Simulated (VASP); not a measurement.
Wanted: the native input for a VASP 6.6.1 run.

```yaml
Task: single point
Functional: LDA
Potentials_or_basis: VASP PAW LDA potentials, release 64 (Si, W_sv)
Cutoff: 520 eV
k_mesh: 11 × 11 × 14
Occupations: fermi-dirac, width 0.05 eV
Spin: no spin polarisation
Dipole_correction: no
Further_INCAR_settings: ALGO = Normal; EDIFF = 1e-06; NBANDS = 18; ISYM = 0
```

The structure of Si2W lies in POSCAR:

```
Si2W
1.0
   -1.5738800000      1.5738800000      3.9400000000
    1.5738800000     -1.5738800000      3.9400000000
    1.5738800000      1.5738800000     -3.9400000000
Si W
2 1
Direct
    0.3330000000      0.3330000000      0.0000000000
    0.6670000000      0.6670000000      0.0000000000
    0.0000000000      0.0000000000      0.0000000000
```

This cell differs from its parent crystal: equal xx and yy strain of -2 %.

One way to write it, as run:

INCAR

```
SYSTEM = Si2W
PREC     = Accurate       ! precision mode
ENCUT    = 520            ! plane-wave cutoff, eV
EDIFF    = 1E-6           ! SCF threshold, eV
ISMEAR   = -1             ! smearing method
SIGMA    = 0.05           ! smearing width, eV
LREAL    = .False.        ! projectors in reciprocal space
LASPH    = .True.         ! aspherical terms in the spheres
NELM     = 100            ! most SCF steps
ALGO     = Normal         ! electronic algorithm
ISIF     = 2              ! what is computed and relaxed
LWAVE    = .False.        ! write WAVECAR
LCHARG   = .True.         ! write CHGCAR
GGA      = CA             ! functional
LELF     = .True.         ! ELF
LVHAR    = .True.       
ISYM     = 0            
NBANDS   = 18             ! bands
```

KPOINTS

```
Automatic mesh
0
Gamma
  11 11 14
  0 0 0
```

Potentials or basis: VASP PAW LDA potentials, release 64 (Si, W_sv).

Command:

```console
$ cat potpaw_LDA.64/Si/POTCAR potpaw_LDA.64/W_sv/POTCAR > POTCAR
$ mpirun -np 1 vasp_std > vasp.out
```

It gave:

The pressure is 2.6 GPa and the largest force is 0.225 eV/Å. The band gap on the k mesh is zero (band 11 reaches 13.29 eV, above the bottom of band 12 at 11.83 eV).

Caveat: the cell differs from its parent crystal (equal xx and yy strain of -2 %); spin-orbit coupling is left out, which moves the levels of the heavy elements.

Wall time 4.7 min on 1 thread of Intel(R) Xeon(R) 6975P-C (Granite Rapids), with other jobs on the host, peak memory 0.63 GiB.
